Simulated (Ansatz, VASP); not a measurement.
# Two plane-wave programs on Sc

POSCAR

```
Sc
1.0
    3.4055379748      0.0000000000      0.0000000000
   -1.7027689874      2.9492823998      0.0000000000
    0.0000000000      0.0000000000      5.2689014308
Sc
2
Direct
    0.3333333333      0.6666666667      0.2500000000
    0.6666666667      0.3333333333      0.7500000000
```

INCAR.step1

```
  PREC = Accurate
  ENCUT = 520
  ISMEAR = 0
  SIGMA = 0.1
  LREAL = False
  LASPH = True
  NELM = 80
  NBANDS = 18
  GGA = PE
  ALGO = Normal
  EDIFF = 1E-4
  LWAVE = True
  LCHARG = False
```

Contents of INCAR.step2:

```
  PREC = Accurate
  ENCUT = 520
  EDIFF = 1E-7
  ISMEAR = 0
  SIGMA = 0.1
  LREAL = False
  LASPH = True
  NELM = 80
  ALGO = Normal
  ISIF = 2
  LWAVE = False
  LCHARG = False
  METAGGA = R2SCAN
  LMIXTAU = True
  NBANDS = 18
  ISTART = 1
```

Contents of KPOINTS:

```
Automatic mesh
0
Gamma
  6 6 4
```

Input for Ansatz:

```yaml
crystal:
  lattice:
    - [3.4055379748, 0.0, 0.0]
    - [-1.7027689874, 2.9492823998, 0.0]
    - [0.0, 0.0, 5.2689014308]
  atoms:
    - { symbol: Sc, position: [0.3333333333, 0.6666666667, 0.25] }
    - { symbol: Sc, position: [0.6666666667, 0.3333333333, 0.75] }
basis:
  ecutwfc: 500
kpoints:
  mp_grid: { grid: [6, 6, 4] }
hamiltonian:
  xc: r2scan
scf:
  occupations: { method: gaussian, width: 0.1 }
output:
  forces: true
  stress: true
  eigenvalues: true
```

Alike in both runs: task single point; functional r2SCAN; k mesh 6 × 6 × 4; occupations gaussian, width 0.1 eV; no spin polarisation.

|  | VASP | Ansatz |
| --- | --- | --- |
| version | VASP 6.6.1 | Ansatz 0.2.0 |
| potentials or method | VASP PAW PBE potentials, release 64 (Sc_sv), cutoff 520 eV | scalar-relativistic, plane waves, PAW |
| valence electrons in the cell | 22 | 22 |

```csv
,VASP,Ansatz,Ansatz less VASP
gap on the k mesh at the Fermi level (eV),none,none,-
pressure (GPa),-3.1,-3.3,-0.16
"traceless stress, the component that is largest in VASP (GPa)",0.15,0.14,-0.005
```

VASP's potentials were made for PBE, not for r2SCAN. A gap of «none» marks a metal or a gap that the smearing closes. With one functional, cell and mesh, what is left measures potentials, basis and numerics.
